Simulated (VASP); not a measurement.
# Nb3BN2 (P6/mmm) in VASP: a series of runs

Runs on Nb3BN2. Level: PBE. Tasks: single point, relaxation of cell and atoms.

Everything below comes from runs of VASP 6.6.1. Logs are shortened: lines on timing, memory, paths and dates and some standing lists are left out, and cuts for length are marked.

## Step 1: The cell of the first run

Symmetry: P6/mmm, No. 191, hexagonal system. The conventional cell has a = 5.280 Å, b = 5.280 Å, c = 3.038 Å, α = 90.00°, β = 90.00°, γ = 120.00°. Within 2.8 Å of Nb (site symmetry mmm) lie 4 N at 2.15 Å and 4 Nb at 2.64 Å. B (site symmetry 6/mmm) has 2 B at 3.04 Å and 12 Nb at 3.05 Å and 6 N at 3.05 Å within 4.0 Å. N (site symmetry -6m2) has 6 Nb at 2.15 Å within 2.8 Å.

The cell was built from a structure type or drawn by symmetry, and may not be a known phase.

## Step 2: Single point, PBE

Input file INCAR:

```
  ALGO = Normal
  EDIFF = 1E-6
  ENCUT = 520
  GGA = PE
  ISIF = 2
  ISMEAR = 0
  LASPH = True
  LCHARG = False
  LREAL = False
  LWAVE = False
  NBANDS = 35
  NELM = 100
  PREC = Accurate
  SIGMA = 0.1
```

Input file KPOINTS:

```
k-points
0
Gamma
  6 6 6
```

Input file POSCAR:

```
Nb3BN2
1.0
    5.2799909900      0.0000000000      0.0000000000
   -2.6399954900      4.5726063300      0.0000000000
    0.0000000000      0.0000000000      3.0380102100
Nb B N
3 1 2
Direct
    0.0000000000      0.5000000000      0.0000000000
    0.5000000000      0.0000000000      0.0000000000
    0.5000000000      0.5000000000      0.0000000000
    0.0000000000      0.0000000000      0.5000000000
    0.3333333300      0.6666666700      0.5000000000
    0.6666666700      0.3333333300      0.5000000000
```

Potentials or basis: VASP PAW PBE potentials, release 64 (Nb_sv, B, N).

On the command line:

```sh
cat potpaw_PBE.64/Nb_sv/POTCAR potpaw_PBE.64/B/POTCAR potpaw_PBE.64/N/POTCAR > POTCAR
mpirun -np 1 vasp_std > vasp.out
```

OUTCAR:

```text
EDIFF = 1E-6
   ENCUT = 520
   GGA = PE
   ISIF = 2
   ISMEAR = 0
   LASPH = True
   LREAL = False
   NELM = 100
   PREC = Accurate

 ion  position               nearest neighbor table
   1  0.000  0.500  0.000-   5 2.15   6 2.15   5 2.15   6 2.15   3 2.64   3 2.64   2 2.64   2 2.64

   2  0.500  0.000  0.000-   5 2.15   6 2.15   5 2.15   6 2.15   3 2.64   3 2.64   1 2.64   1 2.64

   3  0.500  0.500  0.000-   5 2.15   6 2.15   5 2.15   6 2.15   2 2.64   2 2.64   1 2.64   1 2.64

   4  0.000  0.000  0.500-
   5  0.333  0.667  0.500-   2 2.15   2 2.15   1 2.15   1 2.15   3 2.15   3 2.15
   6  0.667  0.333  0.500-   2 2.15   2 2.15   1 2.15   1 2.15   3 2.15   3 2.15

  LATTYP: Found a hexagonal cell.
 ALAT       =     5.2799909900
 C/A-ratio  =     0.5753817034

  Lattice vectors:

 A1 = (   5.2799909900,   0.0000000000,   0.0000000000)
 A2 = (  -2.6399954900,   4.5726063300,   0.0000000000)
 A3 = (   0.0000000000,   0.0000000000,   3.0380102100)

Analysis of symmetry for initial positions (statically):
=====================================================================
 Subroutine PRICEL returns:
 Original cell was already a primitive cell.

 Routine SETGRP: Setting up the symmetry group for a
 hexagonal supercell.

 Subroutine GETGRP returns: Found 24 space group operations
 (whereof 24 operations were pure point group operations)
 out of a pool of 24 trial point group operations.

The static configuration has the point symmetry D_6h.

Analysis of symmetry for dynamics (positions and initial velocities):
=====================================================================
 Subroutine PRICEL returns:
 Original cell was already a primitive cell.

 Routine SETGRP: Setting up the symmetry group for a
 hexagonal supercell.

 Subroutine GETGRP returns: Found 24 space group operations
 (whereof 24 operations were pure point group operations)
 out of a pool of 24 trial point group operations.

The dynamic configuration has the point symmetry D_6h.

 Subroutine INISYM returns: Found 24 space group operations
 (whereof 24 operations are pure point group operations),
 and found     1 'primitive' translations

----------------------------------------------------------------------------------------

                                     Primitive cell

[... 98 lines left out ...]
   EDIFF  = 0.1E-05   stopping-criterion for ELM
   LREAL  =      F    real-space projection
   EDIFFG = 0.1E-04   stopping-criterion for IOM
   NSW    =      0    number of steps for IOM
   IBRION =     -1    ionic relax: 0-MD 1-quasi-New 2-CG
   NFREE  =      0    steps in history (QN), initial steepest desc. (CG)
   ISIF   =      2    stress and relaxation
   ISYM   =      2    0-nonsym 1-usesym 2-fastsym
   POTIM  = 0.5000    time-step for ionic-motion
   TEBEG  =    0.0;   TEEND  =   0.0 temperature during run
   PSTRESS=    0.0 pullay stress
   NELECT =      52.0000    total number of electrons
   NUPDOWN=      -1.0000    fix difference up-down
   EMIN   =  10.00;   EMAX   =-10.00  energy-range for DOS
   EFERMI =   0.00;   METHOD = LEGACY
   ISMEAR =     0;   SIGMA  =   0.10  broadening in eV -4-tet -1-fermi 0-gaus
   EFERMI_NEDOS =   21; number of points for ismear=-14 and -15
   IALGO  =     38    algorithm
   IMIX   =      4    mixing-type and parameters
     AMIX     =   0.40;   BMIX     =  1.00
     AMIX_MAG =   1.60;   BMIX_MAG =  1.00
  volume/ion in A,a.u.               =      12.22        82.50
  Fermi-wavevector in a.u.,A,eV,Ry     =   1.459757  2.758541 28.992521  2.130890
  Thomas-Fermi vector in A             =   2.576287
   LORBIT       =      0    0 simple, 1 ext, 2 COOP (PROOUT), +10 PAW based schemes
   GGA     = PE    functional components
   LHFCALC =     F    Hartree Fock is set to
   AEXX    =    0.0000 exact exchange contribution
   IVDW    =     0    specifies the selected vdW correction
   LEPSILON=     F    determine dielectric tensor
   LRPA    =     F    only Hartree local field effects (RPA)
 non-spin polarized calculation
 Gauss-broadening in eV      SIGMA  =   0.10
  energy-cutoff  :      520.00
  volume of cell :       73.35
 maximum number of plane-waves:      1998
 NGX is ok and might be reduce to    40
   NGX = 19   NGY = 19   NGZ = 11

 number of electron      51.9999998 magnetization

 Free energy of the ion-electron system (eV)
  ---------------------------------------------------
  ext. energy  EPLUGINS =         0.00000000
  ---------------------------------------------------
  free energy    TOTEN  =       -52.79237844 eV

  energy without entropy =      -52.76566614  energy(sigma->0) =      -52.77902229

 E-fermi :  11.0083     XC(G=0): -12.4537

 val. band max:       10.9616504367   @ k =   0.3333  -0.0000   0.1667
 cond. band min:      11.0084584349   @ k =   0.3333   0.1667   0.5000
 fundamental gap:      0.0468079983
 Fermi energy:        11.0083211228

 k-point     1 :       0.0000    0.0000    0.0000
  band No.  band energies     occupation
      1     -44.7934      2.00000
      2     -44.3957      2.00000
      3     -44.3957      2.00000
      4     -22.4780      2.00000
      5     -21.2221      2.00000
      6     -21.2221      2.00000
[... 901 lines left out ...]
     34      14.5317      0.00000
     35      15.0165      0.00000

 [... further k-points ...]

------------------------ aborting loop because EDIFF is reached ----------------------------------------

  FORCE on cell =-STRESS in cart. coord.  units (eV):
  Direction    XX          YY          ZZ          XY          YZ          ZX
  --------------------------------------------------------------------------------------
  -------------------------------------------------------------------------------------
  Total       12.7723208     12.7723208     -3.9795133      0.0000000      0.0000000      0.0000000
  in kB      278.9935578    278.9935579    -86.9269261      0.0000003      0.0000000      0.0000000
  external PRESSURE =     157.0200632 kB  Pullay stress =       0.0000000 kB

 VOLUME and BASIS-vectors are now :
 -----------------------------------------------------------------------------
  energy-cutoff  :      520.00
  volume of cell :       73.35
      direct lattice vectors                 reciprocal lattice vectors
     5.279990990  0.000000000  0.000000000     0.189394263  0.109346828  0.000000000
    -2.639995490  4.572606330  0.000000000     0.000000000  0.218693657  0.000000000
     0.000000000  0.000000000  3.038010210     0.000000000  0.000000000  0.329162817

 POSITION                                       TOTAL-FORCE (eV/Angst)
 -----------------------------------------------------------------------------------
     -1.32000      2.28630      0.00000        -0.000000      0.000000      0.000000
      2.64000      0.00000      0.00000        -0.000000      0.000000      0.000000
      1.32000      2.28630      0.00000        -0.000000      0.000000      0.000000
      0.00000      0.00000      1.51901        -0.000000      0.000000      0.000000
     -0.00000      3.04840      1.51901         0.000000      0.000000      0.000000
      2.64000      1.52420      1.51901         0.000000     -0.000000     -0.000000
 -----------------------------------------------------------------------------------
    total drift:                               -0.000000      0.000000     -0.000000

  FREE ENERGIE OF THE ION-ELECTRON SYSTEM (eV)
  ---------------------------------------------------
  free  energy   TOTEN  =       -52.7923784368 eV

  energy  without entropy=      -52.7656661353  energy(sigma->0) =      -52.77902229
```

OSZICAR:

```text
N       E                     dE             d eps       ncg     rms          rms(c)
DAV:   1     0.621834547356E+03    0.62183E+03   -0.28692E+04  1960   0.155E+03
DAV:   2    -0.328672061108E+01   -0.62512E+03   -0.60461E+03  2322   0.609E+02
DAV:   3    -0.569831924846E+02   -0.53696E+02   -0.52332E+02  3344   0.140E+02
DAV:   4    -0.607975091948E+02   -0.38143E+01   -0.37941E+01  3368   0.303E+01
DAV:   5    -0.609335458376E+02   -0.13604E+00   -0.13589E+00  3128   0.631E+00    0.212E+01
DAV:   6    -0.530906393212E+02    0.78429E+01   -0.50163E+01  2904   0.373E+01    0.822E+00
DAV:   7    -0.527791536301E+02    0.31149E+00   -0.52399E+00  3424   0.129E+01    0.482E+00
DAV:   8    -0.527860545202E+02   -0.69009E-02   -0.48432E-01  3018   0.388E+00    0.188E+00
DAV:   9    -0.527905450848E+02   -0.44906E-02   -0.70841E-02  3240   0.153E+00    0.626E-01
DAV:  10    -0.527919862921E+02   -0.14412E-02   -0.84051E-03  2938   0.624E-01    0.256E-01
DAV:  11    -0.527923810813E+02   -0.39479E-03   -0.12318E-03  2776   0.286E-01    0.395E-02
DAV:  12    -0.527923764702E+02    0.46111E-05   -0.16113E-04  3202   0.107E-01    0.314E-02
DAV:  13    -0.527923779019E+02   -0.14317E-05   -0.25253E-05  2992   0.350E-02    0.570E-03
DAV:  14    -0.527923784368E+02   -0.53492E-06   -0.20223E-06  1864   0.129E-02
   1 F= -.52792378E+02 E0= -.52779022E+02  d E =-.267123E-01
```

stdout:

```text
POSCAR found type information on POSCAR NbB N
 POSCAR found :  3 types and       6 ions
 scaLAPACK will be used
 LDA part: xc-table for (Slater+PW92), standard interpolation
 POSCAR, INCAR and KPOINTS ok, starting setup
 FFT: planning ... GRIDC
 FFT: planning ... GRID_SOFT
 FFT: planning ... GRID
 WAVECAR not read
 entering main loop
```

Wall time 68 s (1 thread of Intel Xeon Platinum 8259CL at 2.50GHz (Skylake/Cascade Lake), shared host); peak memory 0.22 GiB.

Results:

* Free energy: -52.7924 eV
* Pressure: 15.7 GPa
* Band gap on the k mesh: zero (bands 26 and 27 overlap by 0.73 eV)

Levels at points of the mesh, in eV from the Fermi level:
```tsv
k point	band 24	band 25	band 26	band 27	band 28	band 29
(0.00, 0.00, 0.00)	-3.13	-0.12	-0.12	0.13	0.13	1.39
(0.50, 0.00, 0.00)	-2.12	-0.99	0.06	0.65	0.84	1.20
(0.00, 0.00, 0.50)	-3.06	-1.45	-1.45	1.19	1.48	2.46
(0.50, 0.00, 0.50)	-0.27	-0.22	-0.14	0.10	0.60	0.63
```

Caveat: the cell stands under pressure.

## Step 3: Single point, PBE

This run uses another cell than the first one, of 13.20 Å³/atom.

Input file INCAR:

```
PREC = Accurate ; ENCUT = 520
EDIFF = 1E-6 ; ISMEAR = 0
SIGMA = 0.1 ; LREAL = False
LASPH = True ; NELM = 100
ALGO = Normal ; ISIF = 2
LWAVE = False ; LCHARG = True
GGA = PE ; LELF = True
LVHAR = True ; NBANDS = 35
```

Input file KPOINTS:

```
Automatic mesh
0
Gamma
  6 6 6
```

Input file POSCAR:

```
Nb3BN2
1.0
    5.6585827951     -0.0000000031      0.0000000000
   -2.8292913949      4.9004764515      0.0000000000
    0.0000000000      0.0000000000      2.8562367957
Nb B N
3 1 2
Direct
    0.0000000000      0.5000000000      0.0000000000
    0.5000000000      0.0000000000      0.0000000000
    0.5000000000      0.5000000000      0.0000000000
    0.0000000000      0.0000000000      0.5000000000
    0.3333333333      0.6666666667      0.5000000000
    0.6666666667      0.3333333333      0.5000000000
```

Potentials or basis: VASP PAW PBE potentials, release 64 (Nb_sv, B, N).

On the command line:

```sh
cat potpaw_PBE.64/Nb_sv/POTCAR potpaw_PBE.64/B/POTCAR potpaw_PBE.64/N/POTCAR > POTCAR
mpirun -np 1 vasp_std > vasp.out
```

Run time: 81 s. Hardware: 1 thread of Intel Xeon Platinum 8259CL at 2.50GHz (Skylake/Cascade Lake), shared host; peak memory 0.23 GiB.

Results (log left out):

```yaml
Free_energy: -53.8112 eV
Pressure: -0.5 GPa
Band_gap_on_the_k_mesh: zero (bands 26 and 27 overlap by 0.87 eV)
```

Levels at points of the mesh, in eV from the Fermi level:
| k point | band 24 | band 25 | band 26 | band 27 | band 28 | band 29 |
| --- | --- | --- | --- | --- | --- | --- |
| (0.00, 0.00, 0.00) | -2.73 | -0.41 | -0.41 | 0.92 | 0.92 | 0.93 |
| (0.50, 0.00, 0.00) | -2.45 | -1.48 | -0.22 | 0.85 | 1.23 | 1.23 |
| (0.00, 0.00, 0.50) | -2.35 | -1.95 | -1.95 | 0.38 | 1.98 | 1.98 |
| (0.50, 0.00, 0.50) | -0.35 | -0.33 | -0.14 | -0.08 | 0.13 | 0.47 |

Caveat: the k points lie up to 0.37 Å⁻¹ apart, too coarse for converged energies and pressures of a metal.

(Part 1 of 2 ends here.)
